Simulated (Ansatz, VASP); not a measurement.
# ZrS: VASP beside Ansatz

The input INCAR:

```
SYSTEM = ZrS
ALGO     = Normal         ! electronic algorithm
EDIFF    = 1E-6           ! SCF threshold, eV
ENCUT    = 520            ! plane-wave cutoff, eV
ISIF     = 2              ! what is computed and relaxed
ISMEAR   = 0              ! smearing method
LASPH    = .True.         ! aspherical terms in the spheres
LCHARG   = .False.        ! write CHGCAR
LREAL    = .False.        ! projectors in reciprocal space
LWAVE    = .False.        ! write WAVECAR
NBANDS   = 16             ! bands
NELM     = 60             ! most SCF steps
PREC     = Accurate       ! precision mode
SIGMA    = 0.15           ! smearing width, eV
```

Contents of KPOINTS:

```
k-points
0
Gamma
  16 16 16
  0 0 0
```

The input POSCAR:

```
ZrS
1.0
    0.0000000000      2.5280572712      2.5280572712
    2.5280572712      0.0000000000      2.5280572712
    2.5280572712      2.5280572712      0.0000000000
Zr S
1 1
Direct
    0.0000000000      0.0000000000      0.0000000000
    0.5000000000      0.5000000000      0.5000000000
```

Input for Ansatz:

```yaml
crystal:
  lattice:
    - [0.0, 2.5280572712, 2.5280572712]
    - [2.5280572712, 0.0, 2.5280572712]
    - [2.5280572712, 2.5280572712, 0.0]
  atoms:
    - { symbol: Zr, position: [0.0, 0.0, 0.0] }
    - { symbol: S, position: [0.5, 0.5, 0.5] }
basis:
  ecutwfc: 420
kpoints:
  mp_grid: { grid: [16, 16, 16] }
hamiltonian:
  xc: lda
  pseudopotentials: { kind: paw, azcp: { folder: soft_1 } }
scf:
  occupations: { method: gaussian, width: 0.15 }
  lower_state_search: "off"
output:
  forces: true
  stress: true
  eigenvalues: true
```

Alike in both runs: task single point; functional LDA; k mesh 16 × 16 × 16; occupations gaussian, width 0.15 eV; no spin polarisation.

|  | VASP | Ansatz |
| --- | --- | --- |
| version | VASP 6.6.1 | Ansatz 0.2.0 |
| potentials or method | VASP PAW LDA potentials, release 64 (Zr_sv, S), cutoff 520 eV | scalar-relativistic, plane waves, PAW |
| valence electrons in the cell | 18 | 18 |

```csv
,VASP,Ansatz,Ansatz less VASP
gap on the k mesh at the Fermi level (eV),none,none,-
pressure (GPa),8.1,7.9,-0.24
```

Ansatz warns that its potentials were made for another functional, while VASP's fit it. LDA's correlation is that of Perdew and Zunger in VASP and of Perdew and Wang (1992) in Ansatz. A gap of «none» marks a metal or a gap that the smearing closes.
